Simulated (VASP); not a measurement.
Runs of VASP 6.6.1 on W. The structure is that of space group Fm-3m (No. 225), or close to it. The cells are those of the table. 

| cell | gap on the mesh (eV) | pressure (GPa) |
| --- | --- | --- |
| a = 2.776 Å, angles 60.0°, 1 atom | none | 19.3 |
| a = 2.901 Å, angles 60.0°, 1 atom | none | -19.5 |
| a = 2.877 Å, angles 60.0°, 1 atom | none | -13.8 |
| a = 2.943, b = 2.943, c = 2.827 Å, angles 61.3, 61.3, 57.4°, 1 atom | none | (a) |
| a = 2.802 Å, angles 60.0°, 1 atom | none | (b) |

Alike in all rows: task single point; level PBEsol; potentials or basis VASP PAW PBE potentials, release 64 (W_sv); no spin polarisation; k mesh 22 × 22 × 22; cutoff (eV) 500; smearing gaussian 0.15 eV.

Fill in the values left out.

(a) -19.7; (b) 9.2.

Caveats: the PAW data sets were made with another functional, which shifts forces and pressure a little; spin-orbit coupling is left out, which moves the levels of the heavy elements.

A k mesh can miss the band edges, and the runs leave out spin-orbit coupling on W.

A gap of «none» marks levels without a gap at the run's occupations.
